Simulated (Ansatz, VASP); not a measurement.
# Two plane-wave programs on CdF2

Contents of INCAR:

```
SYSTEM = CdF2
  ALGO = Normal
  EDIFF = 1E-6
  ENCUT = 520
  GGA = PS
  ISIF = 2
  ISMEAR = 0
  LASPH = .True.
  LCHARG = .False.
  LREAL = .False.
  LWAVE = .False.
  NBANDS = 20
  NELM = 100
  PREC = Accurate
  SIGMA = 0.05
```

The input KPOINTS:

```
k-points
0
Gamma
  8 8 8
  0 0 0
```

The input POSCAR:

```
CdF2
1.0
    0.0000000000      2.8859280202      2.7173898238
    2.8859280202      0.0000000000      2.7173898238
    2.8859280202      2.8859280202      0.0000000000
Cd F
1 2
Direct
    0.0000000000      0.0000000000      0.0000000000
    0.2500000000      0.2500000000      0.2500000000
    0.7500000000      0.7500000000      0.7500000000
```

Input for Ansatz:

```yaml
crystal:
  lattice:
    - [0.0, 2.8859280202, 2.7173898238]
    - [2.8859280202, 0.0, 2.7173898238]
    - [2.8859280202, 2.8859280202, 0.0]
  atoms:
    - { symbol: Cd, position: [0.0, 0.0, 0.0] }
    - { symbol: F, position: [0.25, 0.25, 0.25] }
    - { symbol: F, position: [0.75, 0.75, 0.75] }
basis:
  ecutwfc: 520.0
kpoints:
  mp_grid: { grid: [8, 8, 8] }
hamiltonian:
  xc: pbesol
scf:
  occupations: { method: gaussian, width: 0.05 }
output:
  forces: true
  stress: true
  eigenvalues: true
  write_density: true
  write_potential: true
  elf: true
  volumetric_format: npy
```

Alike in both runs: task single point; functional PBEsol; k mesh 8 × 8 × 8; occupations gaussian, width 0.05 eV; no spin polarisation.

|  | VASP | Ansatz |
| --- | --- | --- |
| version | VASP 6.6.1 | Ansatz 0.2.0 |
| potentials or method | VASP PAW PBE potentials, release 64 (Cd, F), cutoff 520 eV | scalar-relativistic, plane waves, PAW |
| valence electrons in the cell | 26 | 34 |

```csv
,VASP,Ansatz,Ansatz less VASP
gap on the k mesh at the Fermi level (eV),2.28,2.31,+0.025
least direct gap on the mesh (eV),2.76,2.79,+0.029
pressure (GPa),-10.9,-11.2,-0.28
"traceless stress, the component that is largest in VASP (GPa)",3.91,3.95,+0.039
```

VASP's potentials were made for PBE, not for PBEsol. VASP's potentials hold 26 valence electrons a cell and Ansatz's 34, so a difference there can come from the potentials and not from the codes.
